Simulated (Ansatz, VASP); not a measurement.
# Ga2Se in VASP and in Ansatz

Contents of INCAR:

```
  PREC = Accurate
  ENCUT = 600
  EDIFF = 1E-7
  ISMEAR = 0
  SIGMA = 0.1
  LREAL = F
  LASPH = T
  NELM = 60
  ALGO = Normal
  ISIF = 3
  LWAVE = F
  LCHARG = F
  GGA = PE
  IBRION = 2
  NSW = 90
  EDIFFG = -0.04
```

The input KPOINTS:

```
regular mesh
0
Gamma
  6 6 6
```

File POSCAR:

```
Ga2Se
1.0
    1.8230153878      1.0525184249      5.5059728220
   -1.8230153878      1.0525184249      5.5059728220
    0.0000000000     -2.1050368498      5.5059728220
Ga Se
2 1
Direct
    0.7500000000      0.7500000000      0.7500000000
    0.2500000000      0.2500000000      0.2500000000
    0.0000000000      0.0000000000      0.0000000000
```

Input for Ansatz:

```yaml
crystal:
  lattice:
    - [1.8230153878, 1.0525184249, 5.505972822]
    - [-1.8230153878, 1.0525184249, 5.505972822]
    - [0.0, -2.1050368498, 5.505972822]
  atoms:
    - { symbol: Ga, position: [0.75, 0.75, 0.75] }
    - { symbol: Ga, position: [0.25, 0.25, 0.25] }
    - { symbol: Se, position: [0.0, 0.0, 0.0] }
basis:
  ecutwfc: 420
kpoints:
  mp_grid: { grid: [6, 6, 6] }
hamiltonian:
  xc: pbe
scf:
  occupations: { method: gaussian, width: 0.1 }
  lower_state_search: "off"
output:
  forces: true
  stress: true
  eigenvalues: true
relax:
  adjacent_minimum: "off"
  f_tol: 0.04
  max_steps: 70
  cell: { stress_tol: 0.4 }
```

Alike in both runs: task relaxation of cell and atoms; functional PBE; k mesh 6 × 6 × 6; occupations gaussian, width 0.1 eV; no spin polarisation.

|  | VASP | Ansatz |
| --- | --- | --- |
| version | VASP 6.6.1 | Ansatz 0.2.0 |
| potentials or method | VASP PAW PBE potentials, release 64 (Ga_d, Se), cutoff 600 eV | scalar-relativistic, plane waves, PAW |
| valence electrons in the cell | 32 | 42 |

```tsv
	VASP	Ansatz	Ansatz less VASP
gap on the k mesh at the Fermi level, each at its own relaxed structure (eV)	none	none	-
relaxed volume (Å³/atom)	22.78	22.64	-0.141
relaxed cell length with the largest relative difference (Å)	5.804	5.796	-0.0078
```

A gap of «none» marks a metal or a gap that the smearing closes. VASP's potentials hold 32 valence electrons a cell and Ansatz's 42, so a difference there can come from the potentials and not from the codes.
